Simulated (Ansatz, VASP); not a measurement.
# ZrAsBr in VASP and in Ansatz

```
As Br Zr
1.0
     3.95229    0.00000    0.00000
     0.00000    3.95229    0.00000
     0.00000    0.00000    8.31063
As Br Zr
2 2 2
Direct
  0.00000 0.00000 0.00000
  0.50000 0.50000 0.00000
  0.50000 0.00000 0.62357
  0.00000 0.50000 0.37643
  0.50000 0.00000 0.22469
  0.00000 0.50000 0.77531
```

Alike in both runs: functional PBE; k mesh 5 × 5 × 3; occupations fermi-dirac, width 0.066 eV; non-collinear spin, spin-orbit coupling.

Ansatz relaxed the structure, and its values are those at the end. VASP's run is a single point on that final structure, the one shown.

|  | VASP | Ansatz |
| --- | --- | --- |
| version | VASP 6.6.1 | Ansatz 0.2.0 |
| potentials or method | VASP PAW PBE potentials, release 64 (As, Br, Zr_sv), cutoff 520 eV | PAW plane waves |
| valence electrons in the cell | 48 | 68 |

```csv
,VASP,Ansatz,Ansatz less VASP
pressure (GPa),3.0,2.9,-0.13
rms of the force components (eV/Å),0.009,0.001,-0.0072
net moment per atom (μB),0.00,0.00,0.000
```

VASP's potentials hold 48 valence electrons a cell and Ansatz's 68, so a difference there can come from the potentials and not from the codes. Ansatz's warnings: stress scf threshold loose.
